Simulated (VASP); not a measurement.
Crystal: TiTe2.

```xyz
3
Lattice="3.7770 0.0000 0.0000 -1.8885 3.2710 0.0000 0.0000 0.0000 6.4980" Properties=species:S:1:pos:R:3 pbc="T T T"
Ti    0.0000    0.0000    0.0000
Te    1.8885    1.0903    1.7077
Te    0.0000    2.1807    4.7903
```

| Property | Result |
| --- | --- |
| Program | VASP 6.6.1 |
| Task | relaxation of cell and atoms |
| Functional | LDA |
| Potentials or basis | VASP PAW LDA potentials, release 64 (Ti_sv, Te) |
| Cutoff | 600 eV |
| k mesh | 12 × 12 × 8 |
| Occupations | gaussian, width 0.05 eV |
| Spin | no spin polarisation |

At the start: pressure -4.0 GPa; volume 26.76 Å³/atom.

Problem. How do energy, volume and symmetry change on relaxing?

Solution. Over 18 steps the energy falls by 25.6 meV/atom and the volume is 24.59 Å³/atom (-8.1 %); space group P-3m1 (No. 164, to 0.1 Å) before and after.

Step by step:
```tsv
step	energy change (eV)	largest force (eV/Å)	pressure (GPa)	volume (Å³)
1	0.0000	0.2580	-4.00	80.28
2	-0.0249	0.7517	3.44	72.77
3	-0.0602	0.2867	-0.13	75.89
4	-0.0687	0.1936	-0.10	75.33
5	-0.0728	0.0693	-0.06	74.62
6	-0.0743	0.0544	-0.06	74.44
7	-0.0766	0.0061	-0.05	73.89
8	-0.0767	0.0011	-0.05	73.82
9	-0.0767	0.0005	-0.05	73.83
10	-0.0767	0.0137	0.10	73.68
11	-0.0767	0.0056	0.01	73.77
12	-0.0767	0.0002	0.00	73.76
13	-0.0767	0.0006	-0.01	73.76
14	-0.0767	0.0007	0.02	73.73
15	-0.0767	0.0005	0.01	73.75
16	-0.0767	0.0005	0.00	73.76
17	-0.0767	0.0004	0.00	73.76
18	-0.0767	0.0005	0.00	73.76
```

Final structure:
```
Ti Te
1.0
     3.66556    0.00000    0.00000
    -1.83278    3.17447    0.00000
     0.00000    0.00000    6.33893
Ti Te
1 2
Direct
  0.00000 0.00000 0.00000
  0.66667 0.33333 0.26980
  0.33333 0.66667 0.73020
```
